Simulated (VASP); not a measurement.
# Ru (Fm-3m) in VASP: notebook, part 3 of 3

VASP 6.6.1.

## 4. Electric field gradients, PBE (volume scaled by 0.9405)

INCAR

```
SYSTEM = Ru
PREC     = Accurate       ! precision mode
ENCUT    = 520            ! plane-wave cutoff, eV
EDIFF    = 1E-8           ! SCF threshold, eV
ISMEAR   = -1             ! smearing method
SIGMA    = 0.05           ! smearing width, eV
LREAL    = .False.        ! projectors in reciprocal space
LASPH    = .True.         ! aspherical terms in the spheres
NELM     = 80             ! most SCF steps
ALGO     = Normal         ! electronic algorithm
ISIF     = 2              ! what is computed and relaxed
LWAVE    = .False.        ! write WAVECAR
LCHARG   = .False.        ! write CHGCAR
GGA      = PE             ! functional
LEFG     = .True.       
NBANDS   = 13             ! bands
```

KPOINTS

```
Automatic mesh
0
Gamma
  16 16 16
  0 0 0
```

POSCAR

```
Ru
1.0
    0.0000000000      1.8762399469      1.8762399469
    1.8762399469      0.0000000000      1.8762399469
    1.8762399469      1.8762399469      0.0000000000
Ru
1
Direct
    0.0000000000      0.0000000000      0.0000000000
```

Potentials or basis: VASP PAW PBE potentials, release 64 (Ru_pv).

Command:

```
> cat potpaw_PBE.64/Ru_pv/POTCAR > POTCAR
> mpirun -np 1 vasp_std > vasp.out
```

OUTCAR:

```text
SYSTEM = Ru
   PREC = Accurate
   ENCUT = 520
   EDIFF = 1E-8
   ISMEAR = -1
   LREAL = .False.
   LASPH = .True.
   NELM = 80
   ISIF = 2
   GGA = PE

 ion  position               nearest neighbor table
   1  0.000  0.000  0.000-

  LATTYP: Found a face centered cubic cell.
 ALAT       =     3.7524798938

  Lattice vectors:

 A1 = (   0.0000000000,   1.8762399469,   1.8762399469)
 A2 = (   1.8762399469,   0.0000000000,   1.8762399469)
 A3 = (   1.8762399469,   1.8762399469,   0.0000000000)

Analysis of symmetry for initial positions (statically):
=====================================================================
 Subroutine PRICEL returns:
 Original cell was already a primitive cell.

 Routine SETGRP: Setting up the symmetry group for a
 face centered cubic supercell.

[... 564 lines left out ...]
  external PRESSURE =     157.9978305 kB  Pullay stress =       0.0000000 kB

 VOLUME and BASIS-vectors are now :
 -----------------------------------------------------------------------------
  energy-cutoff  :      520.00
  volume of cell :       13.21
      direct lattice vectors                 reciprocal lattice vectors
     0.000000000  1.876239947  1.876239947    -0.266490435  0.266490435  0.266490435
     1.876239947  0.000000000  1.876239947     0.266490435 -0.266490435  0.266490435
     1.876239947  1.876239947  0.000000000     0.266490435  0.266490435 -0.266490435

 POSITION                                       TOTAL-FORCE (eV/Angst)
 -----------------------------------------------------------------------------------
      0.00000      0.00000      0.00000         0.000000      0.000000      0.000000
 -----------------------------------------------------------------------------------
    total drift:                               -0.000000     -0.000000     -0.000000

  FREE ENERGIE OF THE ION-ELECTRON SYSTEM (eV)
  ---------------------------------------------------
  free  energy   TOTEN  =        -9.0948169461 eV

  energy  without entropy=       -9.0856959661  energy(sigma->0) =       -9.09025646

 Electric field gradients (V/A^2)
---------------------------------------------------------------------
 ion       V_xx      V_yy      V_zz      V_xy      V_xz      V_yz
---------------------------------------------------------------------
   1      -0.000    -0.000     0.000     0.001     0.001     0.001
---------------------------------------------------------------------

 Electric field gradients after diagonalization (V/A^2)
 (convention: |V_zz| > |V_xx| > |V_yy|)
----------------------------------------------------------------------
 ion       V_xx      V_yy      V_zz     asymmetry (V_yy - V_xx)/ V_zz
----------------------------------------------------------------------
   1      -0.001    -0.001     0.001       0.000
----------------------------------------------------------------------

           NMR quadrupolar parameters

 Cq : quadrupolar parameter    Cq=e*Q*V_zz/h
 eta: asymmetry parameters     (V_yy - V_xx)/ V_zz
 Q  : nuclear electric quadrupole moment in mb (millibarn)
----------------------------------------------------------------------
 ion       Cq(MHz)       eta       Q (mb)
----------------------------------------------------------------------
   1       0.000       0.000       1.000
----------------------------------------------------------------------
```

OSZICAR:

```text
N       E                     dE             d eps       ncg     rms          rms(c)
DAV:   1     0.106325134331E+03    0.10633E+03   -0.83506E+03  3778   0.115E+03
DAV:   2    -0.849396637689E+01   -0.11482E+03   -0.11006E+03  4095   0.326E+02
DAV:   3    -0.973966185507E+01   -0.12457E+01   -0.12422E+01  4275   0.374E+01
DAV:   4    -0.974318634442E+01   -0.35245E-02   -0.35244E-02  4070   0.213E+00
DAV:   5    -0.974320857030E+01   -0.22226E-04   -0.22227E-04  4310   0.154E-01    0.134E+01
DAV:   6    -0.914619615949E+01    0.59701E+00   -0.91711E-01  3850   0.128E+01    0.388E+00
DAV:   7    -0.909906647002E+01    0.47130E-01   -0.81690E-02  4095   0.359E+00    0.928E-01
DAV:   8    -0.909479940322E+01    0.42671E-02   -0.43636E-03  3805   0.890E-01    0.153E-01
DAV:   9    -0.909481431595E+01   -0.14913E-04   -0.56849E-05  4345   0.102E-01    0.244E-02
DAV:  10    -0.909481671047E+01   -0.23945E-05   -0.23713E-06  3870   0.173E-02    0.394E-03
DAV:  11    -0.909481694477E+01   -0.23430E-06   -0.35870E-08  4325   0.230E-03    0.729E-04
DAV:  12    -0.909481694607E+01   -0.12958E-08   -0.18646E-09  2165   0.475E-04
   1 F= -.90948169E+01 E0= -.90902565E+01  d E =-.912098E-02
```

Run time: 14 s. Hardware: 1 thread of AMD EPYC 9R45 (Zen 5), shared host; peak memory 0.11 GiB.

Results:

- Free energy: -9.0948 eV
- Pressure: 15.8 GPa
- Band gap on the k mesh: zero (band 7 reaches 15.62 eV, above the bottom of band 8 at 11.86 eV)

Levels at points of the mesh, in eV from the Fermi level:
```tsv
k point	band 3	band 4	band 5	band 6	band 7	band 8	band 9	band 10	band 11	band 12
(0.00, 0.00, 0.00)	-42.47	-8.11	-2.73	-2.73	-2.73	-0.17	-0.17	10.47	14.99	20.89
(0.50, 0.00, 0.00)	-42.63	-6.32	-2.86	-2.86	1.02	1.78	1.78	10.38	10.51	14.61
(0.50, 0.50, 0.00)	-42.89	-6.68	-6.19	1.74	2.32	2.32	3.73	10.46	13.63	13.63
```

Caveat: without QUAD_EFG the Cq values of the log hold for a quadrupole moment of 1 mb, not for the nuclei.

## 5. Electric field gradients, PBE (volume scaled by 0.97)

INCAR

```
PREC = Accurate
ENCUT = 520
EDIFF = 1E-8
ISMEAR = -1
SIGMA = 0.05
LREAL = F
LASPH = T
NELM = 100
ALGO = Normal
ISIF = 2
LWAVE = F
LCHARG = F
GGA = PE
LEFG = T
NBANDS = 13
```

KPOINTS

```
Automatic mesh
0
Gamma
  16 16 16
```

POSCAR

```
Ru
1.0
    0.0000000000      1.8956552431      1.8956552431
    1.8956552431      0.0000000000      1.8956552431
    1.8956552431      1.8956552431      0.0000000000
Ru
1
Direct
    0.0000000000      0.0000000000      0.0000000000
```

Potentials or basis: VASP PAW PBE potentials, release 64 (Ru_pv).

Command:

```
> cat potpaw_PBE.64/Ru_pv/POTCAR > POTCAR
> mpirun -np 1 vasp_std > vasp.out
```

OUTCAR:

```text
PREC = Accurate
   ENCUT = 520
   EDIFF = 1E-8
   ISMEAR = -1
   LREAL = F
   LASPH = T
   NELM = 100
   ISIF = 2
   GGA = PE

 ion  position               nearest neighbor table
   1  0.000  0.000  0.000-

  LATTYP: Found a face centered cubic cell.
 ALAT       =     3.7913104862

  Lattice vectors:

 A1 = (   0.0000000000,   1.8956552431,   1.8956552431)
 A2 = (   1.8956552431,   0.0000000000,   1.8956552431)
[... 589 lines left out ...]
    total drift:                               -0.000000     -0.000000     -0.000000

  FREE ENERGIE OF THE ION-ELECTRON SYSTEM (eV)
  ---------------------------------------------------
  free  energy   TOTEN  =        -9.1213283928 eV

  energy  without entropy=       -9.1118358140  energy(sigma->0) =       -9.11658210

 Electric field gradients (V/A^2)
---------------------------------------------------------------------
 ion       V_xx      V_yy      V_zz      V_xy      V_xz      V_yz
---------------------------------------------------------------------
   1       0.000    -0.000    -0.000     0.000     0.000     0.000
---------------------------------------------------------------------

 Electric field gradients after diagonalization (V/A^2)
 (convention: |V_zz| > |V_xx| > |V_yy|)
----------------------------------------------------------------------
 ion       V_xx      V_yy      V_zz     asymmetry (V_yy - V_xx)/ V_zz
----------------------------------------------------------------------
   1      -0.000    -0.000     0.001       0.000
----------------------------------------------------------------------

           NMR quadrupolar parameters

 Cq : quadrupolar parameter    Cq=e*Q*V_zz/h
 eta: asymmetry parameters     (V_yy - V_xx)/ V_zz
 Q  : nuclear electric quadrupole moment in mb (millibarn)
----------------------------------------------------------------------
 ion       Cq(MHz)       eta       Q (mb)
----------------------------------------------------------------------
   1       0.000       0.000       1.000
----------------------------------------------------------------------
```

OSZICAR:

```text
N       E                     dE             d eps       ncg     rms          rms(c)
DAV:   1     0.105891186033E+03    0.10589E+03   -0.84181E+03  3794   0.114E+03
DAV:   2    -0.851713752602E+01   -0.11441E+03   -0.10971E+03  4055   0.325E+02
DAV:   3    -0.978323957524E+01   -0.12661E+01   -0.12614E+01  4270   0.374E+01
DAV:   4    -0.978698197905E+01   -0.37424E-02   -0.37423E-02  4100   0.219E+00
DAV:   5    -0.978700625396E+01   -0.24275E-04   -0.24274E-04  4305   0.161E-01    0.125E+01
DAV:   6    -0.916900716883E+01    0.61800E+00   -0.98443E-01  3830   0.131E+01    0.336E+00
DAV:   7    -0.912541783078E+01    0.43589E-01   -0.75981E-02  4160   0.341E+00    0.834E-01
DAV:   8    -0.912132758744E+01    0.40902E-02   -0.40015E-03  3820   0.846E-01    0.163E-01
DAV:   9    -0.912132547568E+01    0.21118E-05   -0.73319E-05  4300   0.117E-01    0.242E-02
DAV:  10    -0.912132823087E+01   -0.27552E-05   -0.28725E-06  3880   0.189E-02    0.395E-03
DAV:  11    -0.912132840103E+01   -0.17016E-06   -0.80393E-08  4265   0.359E-03    0.638E-04
DAV:  12    -0.912132839285E+01    0.81852E-08   -0.20467E-09  2225   0.512E-04
   1 F= -.91213284E+01 E0= -.91165821E+01  d E =-.949258E-02
```

It took 14 s on 1 thread of AMD EPYC 9R45 (Zen 5), shared host; peak memory 0.11 GiB.

What came out:

- Free energy: -9.1213 eV
- Pressure: 4.8 GPa
- Band gap on the k mesh: zero (band 7 reaches 14.94 eV, above the bottom of band 8 at 11.36 eV)

Caveat: without QUAD_EFG the Cq values of the log hold for a quadrupole moment of 1 mb, not for the nuclei.

## 6. Overview

```csv
task,cell,k mesh for the DOS,occupations for the DOS,gap on the mesh (eV),pressure (GPa)
density of states,"a = 2.708 Å, angles 60.0°, 1 atom",24 × 24 × 24,tetrahedron,-,-
electric field gradients,"a = 2.653 Å, angles 60.0°, 1 atom",-,-,none,15.8
electric field gradients,"a = 2.681 Å, angles 60.0°, 1 atom",-,-,none,4.8
```

Alike in all rows: level PBE; potentials or basis VASP PAW PBE potentials, release 64 (Ru_pv); no spin polarisation; k mesh 16 × 16 × 16; cutoff (eV) 520; smearing fermi-dirac 0.05 eV.

Absolute energies hang on the potentials; compare differences alone.
